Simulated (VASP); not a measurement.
Co2Bi, 6 atoms in the cell. The structure is cubic, space group Fd-3m (No. 227). Conventional cell: a = 7.430 Å, b = 7.430 Å, c = 7.430 Å, α = 90.00°, β = 90.00°, γ = 90.00°. Co (site symmetry -3m) has 6 Co at 2.63 Å and 6 Bi at 3.08 Å within 3.5 Å. Bi (site symmetry -43m) has 12 Co at 3.08 Å and 4 Bi at 3.22 Å within 4.1 Å. 

- Program: VASP 6.6.1
- Task: relaxation of cell and atoms
- Functional: PBE
- Potentials or basis: VASP PAW PBE potentials, release 64 (Co, Bi_d)
- Cutoff: 600 eV
- k mesh: 4 × 4 × 4
- Occupations: gaussian, width 0.1 eV
- Spin: collinear spin, ferromagnetic start
- Starting moments: [1.76, 1.76, 1.76, 1.76, 0.0, 0.0] μB
- Dipole correction: no
- Further INCAR settings: ALGO = Normal; EDIFF = 1e-07; IBRION = 2; EDIFFG = -0.04; NSW = 90; ISIF = 3

Potentials or basis: VASP PAW PBE potentials, release 64 (Co, Bi_d).

The run is started by

```bash
$ cat potpaw_PBE.64/Co/POTCAR potpaw_PBE.64/Bi_d/POTCAR > POTCAR
$ mpirun -np 1 vasp_std > vasp.out
```

Hardware: 1 thread of Intel Xeon 8259CL (shared host).

How long does it take, and how much memory?

It took 12 min on 1 thread of Intel Xeon 8259CL, with other jobs on the host, peak memory 0.35 GiB. Counts: scf iterations 46, k points 8, ion steps 3.
